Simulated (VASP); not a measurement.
A run of VASP 6.6.1:

Contents of POSCAR:

```
NaCl
1.0
   -0.0350337351      2.8026988093      2.8026988093
    2.8026988093     -0.0350337351      2.8026988093
    2.7676650742      2.7676650742      0.0000000000
Na Cl
1 1
Direct
    0.0000000000      0.0000000000      0.0000000000
    0.5000000000      0.5000000000      0.5000000000
```

INCAR.step1

```
SYSTEM = NaCl
PREC = Accurate ; ENCUT = 500
EDIFF = 1E-8 ; ISMEAR = 0
SIGMA = 0.01 ; LREAL = .False.
LASPH = .True. ; NELM = 80
ALGO = Normal ; LWAVE = .True.
LCHARG = .False. ; GGA = PE
```

Contents of INCAR.step2:

```
SYSTEM = NaCl
PREC = Accurate ; ENCUT = 500
EDIFF = 1E-8 ; ISMEAR = 0
SIGMA = 0.01 ; LREAL = .False.
LASPH = .True. ; NELM = 1
ALGO = Exact ; LWAVE = .True.
LCHARG = .False. ; GGA = PE
NBANDS = 191 ; LOPTICS = .True.
ISTART = 1
```

File INCAR.step3:

```
SYSTEM = NaCl
PREC = Accurate ; ENCUT = 500
EDIFF = 1E-8 ; ISMEAR = 0
SIGMA = 0.01 ; LREAL = .False.
LASPH = .True. ; ALGO = EVGW0
LWAVE = .False. ; LCHARG = .False.
GGA = PE ; NELMGW = 1
NBANDS = 191 ; ENCUTGW = 150.0
NOMEGA = 96 ; PRECFOCK = Fast
ISTART = 1 ; NBANDSGW = 16
OMEGAMAX = 20
```

File KPOINTS:

```
regular mesh
0
Gamma
  4 4 4
  0 0 0
```

Potentials or basis: VASP PAW PBE potentials, release 64 (Na_sv_GW, Cl_GW).

Launch:

```sh
$ cat potpaw_PBE.64/Na_sv_GW/POTCAR potpaw_PBE.64/Cl_GW/POTCAR > POTCAR
$ cp INCAR.step1 INCAR
$ mpirun -np 1 vasp_std > vasp.out
$ cp INCAR.step2 INCAR
$ mpirun -np 1 vasp_std > vasp.out
$ cp INCAR.step3 INCAR
$ mpirun -np 1 vasp_std > vasp.out
```

Hardware: 1 thread of Intel(R) Xeon(R) 6975P-C (Granite Rapids), on a shared host.

**Question.** How long does it take, and how much memory?

**Answer.** Wall time 3.8 min on 1 thread of Intel(R) Xeon(R) 6975P-C (Granite Rapids), on a shared host, peak memory 0.62 GiB. Counts: k points 18.
